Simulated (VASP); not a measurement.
# EuSiF (P4/mmm) in VASP: relaxation of cell and atoms with PBE

Aim: the relaxation of cell and atoms of EuSiF with PBE.

All numbers are computed with VASP 6.6.1; they aren't measurements. Logs are shortened: lines on timing, memory, paths and dates and some standing lists are left out, and cuts for length are marked.

**1. The cell of the first run**

Symmetry: P4/mmm, No. 123, tetragonal system. Conventional cell: a = 4.073 Å, b = 4.073 Å, c = 3.796 Å, α = 90.00°, β = 90.00°, γ = 90.00°. Within 3.8 Å of Eu (site symmetry 4/mmm) lie 4 Si at 2.88 Å and 8 F at 3.45 Å and 2 Eu at 3.80 Å. Si (site symmetry 4/mmm) has 2 F at 1.90 Å within 2.5 Å. F (site symmetry 4/mmm) has 2 Si at 1.90 Å within 2.5 Å.

The cell was generated, and may not be a known phase.

**2. Relaxation of cell and atoms, PBE, collinear spin, ferromagnetic start**

The input, INCAR:

```
SYSTEM = EuSiF
PREC = Accurate
ENCUT = 600
EDIFF = 1E-6
ISMEAR = 0
SIGMA = 0.1
LREAL = .False.
LASPH = .True.
NELM = 150
ALGO = Normal
ISIF = 3
LWAVE = .False.
LCHARG = .False.
ISPIN = 2
MAGMOM = 7 0 0
LORBIT = 11
LMAXMIX = 6
GGA = PE
IBRION = 2
NSW = 90
EDIFFG = -0.04
```

The input, KPOINTS:

```
regular mesh
0
Gamma
  4 4 4
  0 0 0
```

The input, POSCAR:

```
EuSiF
1.0
    4.0725982000      0.0000000000      0.0000000000
    0.0000000000      4.0725982000      0.0000000000
    0.0000000000      0.0000000000      3.7960676500
Eu Si F
1 1 1
Direct
    0.0000000000      0.0000000000      0.5000000000
    0.5000000000      0.5000000000      0.5000000000
    0.5000000000      0.5000000000      0.0000000000
```

Potentials or basis: VASP PAW PBE potentials, release 64 (Eu, Si, F).

Started as:

```
$ cat potpaw_PBE.64/Eu/POTCAR potpaw_PBE.64/Si/POTCAR potpaw_PBE.64/F/POTCAR > POTCAR
$ mpirun -np 1 vasp_std > vasp.out
```

OUTCAR:

```text
SYSTEM = EuSiF
   PREC = Accurate
   ENCUT = 600
   EDIFF = 1E-6
   ISMEAR = 0
   LREAL = .False.
   LASPH = .True.
   NELM = 150
   ISIF = 3
   ISPIN = 2
   LORBIT = 11
   GGA = PE
   IBRION = 2
   NSW = 90
   EDIFFG = -0.04

 ion  position               nearest neighbor table
   1  0.000  0.000  0.500-   2 2.88   2 2.88   2 2.88   2 2.88
   2  0.500  0.500  0.500-   3 1.90   3 1.90   1 2.88   1 2.88   1 2.88   1 2.88
   3  0.500  0.500  0.000-   2 1.90   2 1.90

  LATTYP: Found a simple tetragonal cell.
 ALAT       =     4.0725982000
 C/A-ratio  =     0.9320997220

  Lattice vectors:

 A1 = (   4.0725982000,   0.0000000000,   0.0000000000)
 A2 = (   0.0000000000,   4.0725982000,   0.0000000000)
 A3 = (   0.0000000000,   0.0000000000,   3.7960676500)

Analysis of symmetry for initial positions (statically):
=====================================================================
 Subroutine PRICEL returns:
 Original cell was already a primitive cell.

 Routine SETGRP: Setting up the symmetry group for a
 simple tetragonal supercell.

 Subroutine GETGRP returns: Found 16 space group operations
 (whereof 16 operations were pure point group operations)
 out of a pool of 16 trial point group operations.

The static configuration has the point symmetry D_4h.

Analysis of symmetry for dynamics (positions and initial velocities):
=====================================================================
 Subroutine PRICEL returns:
 Original cell was already a primitive cell.

 Routine SETGRP: Setting up the symmetry group for a
 simple tetragonal supercell.

 Subroutine GETGRP returns: Found 16 space group operations
 (whereof 16 operations were pure point group operations)
 out of a pool of 16 trial point group operations.

The dynamic configuration has the point symmetry D_4h.

Analysis of structural, dynamic, and magnetic symmetry:
=====================================================================
 Subroutine PRICEL returns:
 Original cell was already a primitive cell.

 Routine SETGRP: Setting up the symmetry group for a
 simple tetragonal supercell.

 Subroutine GETGRP returns: Found 16 space group operations
 (whereof 16 operations were pure point group operations)
 out of a pool of 16 trial point group operations.

The overall configuration has the point symmetry D_4h.

 Subroutine INISYM returns: Found 16 space group operations
 (whereof 16 operations are pure point group operations),
 and found     1 'primitive' translations

----------------------------------------------------------------------------------------

                                     Primitive cell

  volume of cell :      62.9618

  direct lattice vectors                    reciprocal lattice vectors
     4.072598200  0.000000000  0.000000000     0.245543496  0.000000000  0.000000000
     0.000000000  4.072598200  0.000000000     0.000000000  0.245543496  0.000000000
     0.000000000  0.000000000  3.796067650     0.000000000  0.000000000  0.263430500

  length of vectors
     4.072598200  4.072598200  3.796067650     0.245543496  0.245543496  0.263430500

  position of ions in fractional coordinates (direct lattice)
     0.000000000  0.000000000  0.500000000
     0.500000000  0.500000000  0.500000000
     0.500000000  0.500000000  0.000000000

  ion indices of the primitive-cell ions
   primitive index   ion index
                 1           1
                 2           2
                 3           3

----------------------------------------------------------------------------------------

 KPOINTS: regular mesh

Automatic generation of k-mesh.
 Grid dimensions read from file:
 generate k-points for:    4    4    4

 Generating k-lattice:

  Cartesian coordinates                     Fractional coordinates (reciprocal lattice)
     0.061385874  0.000000000  0.000000000     0.250000000  0.000000000  0.000000000
     0.000000000  0.061385874  0.000000000     0.000000000  0.250000000  0.000000000
     0.000000000  0.000000000  0.065857625     0.000000000  0.000000000  0.250000000

  Length of vectors
     0.061385874  0.061385874  0.065857625

  Shift w.r.t. Gamma in fractional coordinates (k-lattice)
     0.000000000  0.000000000  0.000000000

 Subroutine IBZKPT returns following result:
 ===========================================

 Found     18 irreducible k-points:

 Following reciprocal coordinates:
            Coordinates               Weight
  0.000000  0.000000  0.000000      1.000000
  0.250000  0.000000  0.000000      4.000000
  0.500000  0.000000  0.000000      2.000000
  0.250000  0.250000  0.000000      4.000000
  0.500000  0.250000  0.000000      4.000000
  0.500000  0.500000  0.000000      1.000000
[... 10 lines left out ...]
  0.500000  0.250000  0.500000      4.000000
  0.500000  0.500000  0.500000      1.000000
   k-points           NKPTS =     18   k-points in BZ     NKDIM =     18   number of bands    NBANDS=     22
   number of dos      NEDOS =    301   number of ions     NIONS =      3
   total plane-waves  NPLWV =  38880
   dimension x,y,z NGX =    36 NGY =   36 NGZ =   30
   dimension x,y,z NGXF=    72 NGYF=   72 NGZF=   60
   ions per type =               1   1   1
   NGX,Y,Z   is equivalent  to a cutoff of  14.70, 14.70, 13.14 a.u.
   NGXF,Y,Z  is equivalent  to a cutoff of  29.39, 29.39, 26.28 a.u.
 SYSTEM =  EuSiF
   PREC   = accura    normal or accurate (medium, high low for compatibility)
   ISTART =      0    job   : 0-new  1-cont  2-samecut
   ICHARG =      2    charge: 1-file 2-atom 10-const
   ISPIN  =      2    spin polarized calculation?
   LNONCOLLINEAR =      F non collinear calculations
   LSORBIT =      F    spin-orbit coupling
   LASPH  =      T    aspherical Exc in radial PAW
   ENCUT  =  600.0 eV  44.10 Ry    6.64 a.u.   8.13  8.13  7.58*2*pi/ulx,y,z
   NELM   =    150;   NELMIN=  2; NELMDL= -5     # of ELM steps
   EDIFF  = 0.1E-05   stopping-criterion for ELM
   LREAL  =      F    real-space projection
   EDIFFG = -.4E-01   stopping-criterion for IOM
   NSW    =     90    number of steps for IOM
   IBRION =      2    ionic relax: 0-MD 1-quasi-New 2-CG
   NFREE  =      1    steps in history (QN), initial steepest desc. (CG)
   ISIF   =      3    stress and relaxation
   ISYM   =      2    0-nonsym 1-usesym 2-fastsym
   POTIM  = 0.5000    time-step for ionic-motion
   TEBEG  =    0.0;   TEEND  =   0.0 temperature during run
   PSTRESS=    0.0 pullay stress
   NELECT =      28.0000    total number of electrons
   NUPDOWN=      -1.0000    fix difference up-down
   EMIN   =  10.00;   EMAX   =-10.00  energy-range for DOS
   EFERMI =   0.00;   METHOD = LEGACY
   ISMEAR =     0;   SIGMA  =   0.10  broadening in eV -4-tet -1-fermi 0-gaus
   EFERMI_NEDOS =   21; number of points for ismear=-14 and -15
   IALGO  =     38    algorithm
   IMIX   =      4    mixing-type and parameters
     AMIX     =   0.40;   BMIX     =  1.00
     AMIX_MAG =   1.60;   BMIX_MAG =  1.00
  volume/ion in A,a.u.               =      20.99       141.63
  Fermi-wavevector in a.u.,A,eV,Ry     =   1.249593  2.361388 21.245252  1.561482
  Thomas-Fermi vector in A             =   2.383626
   LORBIT       =     11    0 simple, 1 ext, 2 COOP (PROOUT), +10 PAW based schemes
   GGA     = PE    functional components
   LHFCALC =     F    Hartree Fock is set to
   AEXX    =    0.0000 exact exchange contribution
   IVDW    =     0    specifies the selected vdW correction
   LEPSILON=     F    determine dielectric tensor
   LRPA    =     F    only Hartree local field effects (RPA)
 conjugate gradient relaxation of ions
 spin polarized calculation
 Gauss-broadening in eV      SIGMA  =   0.10
  energy-cutoff  :      600.00
  volume of cell :       62.96
 maximum number of plane-waves:      2120
 NGX is ok and might be reduce to    36
   NGX = 17   NGY = 17   NGZ = 15

--------------------------------------- Ionic step        1  -------------------------------------------

 number of electron      28.0000000 magnetization       7.7891210

 Free energy of the ion-electron system (eV)
  ---------------------------------------------------
  ext. energy  EPLUGINS =         0.00000000
  ---------------------------------------------------
  free energy    TOTEN  =       -20.49422838 eV

  energy without entropy =      -20.47660681  energy(sigma->0) =      -20.48541759

 E-fermi :   4.0772     XC(G=0):  -9.5060

 val. band max:        4.0232426490   @ k =   0.2500   0.2500   0.5000
 cond. band min:       4.1025229847   @ k =   0.2500   0.0000   0.5000
 fundamental gap:      0.0792803357
 Fermi energy:         4.0771880344

 spin component 1

 k-point     1 :       0.0000    0.0000    0.0000
  band No.  band energies     occupation
      1     -37.2438      1.00000
      2     -22.0159      1.00000
      3     -16.0813      1.00000
      4     -15.9199      1.00000
      5     -15.9199      1.00000
      6      -5.4516      1.00000
[... 423 lines left out ...]
      5     -16.0545      1.00000
      6      -6.9572      1.00000
[... 14 lines left out ...]
     21       8.1105      0.00000
     22       8.1351      0.00000
 Fermi energy:         4.0771880344

 spin component 2

 k-point     1 :       0.0000    0.0000    0.0000
  band No.  band energies     occupation
      1     -34.1061      1.00000
      2     -21.9446      1.00000
      3     -13.7122      1.00000
      4     -13.6085      1.00000
      5     -13.6085      1.00000
      6      -5.4042      1.00000
[... 695 lines left out ...]
  energy  without entropy=      -21.0241380715  energy(sigma->0) =      -21.03345711

--------------------------------------- Ionic step        8  -------------------------------------------

 number of electron      27.9999995 magnetization       7.2683413

 Free energy of the ion-electron system (eV)
  ---------------------------------------------------
  ext. energy  EPLUGINS =         0.00000000
  ---------------------------------------------------
  free energy    TOTEN  =       -21.04384093 eV

  energy without entropy =      -21.02534779  energy(sigma->0) =      -21.03459436

 E-fermi :   2.5223     XC(G=0):  -8.3656

 val. band max:        2.5112299624   @ k =   0.5000   0.5000   0.2500
 cond. band min:       2.5304448384   @ k =   0.5000   0.5000   0.0000
 fundamental gap:      0.0192148760
 Fermi energy:         2.5223333096

 spin component 1

 k-point     1 :       0.0000    0.0000    0.0000
  band No.  band energies     occupation
      1     -39.0314      1.00000
      2     -21.3183      1.00000
      3     -18.0326      1.00000
      4     -17.6680      1.00000
      5     -17.6680      1.00000
      6      -4.4773      1.00000
[... 423 lines left out ...]
      5     -17.7537      1.00000
      6      -6.0793      1.00000
[... 14 lines left out ...]
     21       5.0922      0.00000
     22       6.0466      0.00000
 Fermi energy:         2.5223333096

 spin component 2

 k-point     1 :       0.0000    0.0000    0.0000
  band No.  band energies     occupation
      1     -35.9301      1.00000
      2     -21.2818      1.00000
      3     -15.7864      1.00000
      4     -15.4081      1.00000
      5     -15.4081      1.00000
      6      -4.3568      1.00000
[... 469 lines left out ...]
  FREE ENERGIE OF THE ION-ELECTRON SYSTEM (eV)
  ---------------------------------------------------
  free  energy   TOTEN  =       -21.0438409299 eV

  energy  without entropy=      -21.0253477888  energy(sigma->0) =      -21.03459436

 reached required accuracy - stopping structural energy minimisation

 total charge

# of ion       s       p       d       f       tot
--------------------------------------------------
    1        2.054   5.742   0.313   6.648  14.756
    2        0.865   0.708   0.000   0.000   1.573
    3        1.747   4.288   0.000   0.000   6.035
--------------------------------------------------
tot          4.666  10.738   0.313   6.648  22.364

 magnetization (x)

# of ion       s       p       d       f       tot
--------------------------------------------------
    1       -0.010  -0.098   0.093   6.629   6.613
    2       -0.010   0.063   0.000   0.000   0.052
    3        0.003   0.015   0.000   0.000   0.018
--------------------------------------------------
tot         -0.018  -0.020   0.093   6.629   6.684
```

Wall time 24 min (1 thread of Intel Xeon 8259CL, shared host); peak memory 0.28 GiB.

Results:

```yaml
Free_energy: -21.0438 eV
Relaxed_volume: 26.65 Å³/atom
Relaxed_cell: a = 4.287 Å, b = 4.287 Å, c = 4.351 Å, α = 90.00°, β = 90.00°, γ = 90.00°
Space_group_after_relaxing_to_0.1_Å: P4/mmm (No. 123)
Energy_gained_by_relaxing: 183.2 meV/atom
Ionic_steps: 8
Pressure_after_relaxing: 0.0 GPa
Net_moment: 7.27 μB per cell
Site_moments: Eu +6.61; Si +0.05; F +0.02 μB
Valence_electrons_inside_the_program's_atomic_spheres: Eu 14.76; Si 1.57; F 6.04
```

Step by step:
```csv
step,energy change (eV),largest force (eV/Å),pressure (GPa),volume (Å³)
1,0.0000,0.0000,11.67,62.96
2,-0.5302,0.0000,0.65,77.90
3,-0.5357,0.0000,-0.54,80.94
4,-0.5364,0.0000,-0.28,80.18
5,-0.5363,0.0000,-0.10,79.81
6,-0.5443,0.0000,0.13,79.49
7,-0.5485,0.0000,0.40,79.05
8,-0.5496,0.0000,0.02,79.95
```

Final structure:
```
CELL_PARAMETERS angstrom
4.28665 0.00000 0.00000
0.00000 4.28665 0.00000
0.00000 0.00000 4.35108
ATOMIC_POSITIONS crystal
Eu 0.00000 0.00000 0.50000
Si 0.50000 0.50000 0.50000
F 0.50000 0.50000 0.00000
```

Caveat: the k points lie up to 0.37 Å⁻¹ apart in the final cell; the volume moved by over 15 % at a fixed basis, so the end points are rough; spin-orbit coupling is left out, which moves the levels of the heavy elements; a cell with one magnetic atom can't hold antiferromagnetic order, which such compounds often take; semilocal functionals describe open f shells poorly, which spoils levels, moments and volumes. The state reached can hang on the start; a lower one may exist.
